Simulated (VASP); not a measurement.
Write the native input for VASP 6.6.1 that does the following.

- Task: single point
- Functional: LDA
- Potentials or basis: VASP PAW LDA potentials, release 64 (Cd_sv_GW)
- Cutoff: 630 eV
- k mesh: 13 × 13 × 6
- Occupations: fermi-dirac, width 1 eV
- Spin: no spin polarisation
- Dipole correction: no
- Further INCAR settings: ALGO = Normal; EDIFF = 1e-06; NBANDS = 27

The structure of Cd lies in POSCAR:

```
Cd
1.0
    2.8818641727      0.0000000000      0.0000000000
   -1.4409320863      2.4957675838      0.0000000000
    0.0000000000      0.0000000000      5.6383707528
Cd
2
Direct
    0.3333333333      0.6666666667      0.2500000000
    0.6666666667      0.3333333333      0.7500000000
```

These files were run (other wordings do the same):

INCAR

```
SYSTEM = Cd
  PREC = Accurate
  ENCUT = 630
  EDIFF = 1E-6
  ISMEAR = -1
  SIGMA = 1.0
  LREAL = .FALSE.
  LASPH = .TRUE.
  NELM = 120
  ALGO = Normal
  ISIF = 2
  LWAVE = .FALSE.
  LCHARG = .FALSE.
  GGA = CA
  NBANDS = 27
  GGA_COMPAT = .FALSE.
```

KPOINTS

```
Automatic mesh
0
G
  13 13 6
  0 0 0
```

Potentials or basis: VASP PAW LDA potentials, release 64 (Cd_sv_GW).

The run is started by

```console
$ cat potpaw_LDA.64/Cd_sv_GW/POTCAR > POTCAR
$ mpirun -np 1 vasp_std > vasp.out
```

It gave:

- Pressure: 4.3 GPa
- Band gap on the k mesh: zero (bands 20 and 21 overlap by 4.67 eV)

Caveat: the cell stands under pressure; so wide a smearing shifts energies and pressures.

It took 74 s on 1 thread of Intel(R) Xeon(R) Platinum 8488C (Sapphire Rapids), with other jobs on the host, peak memory 0.23 GiB.
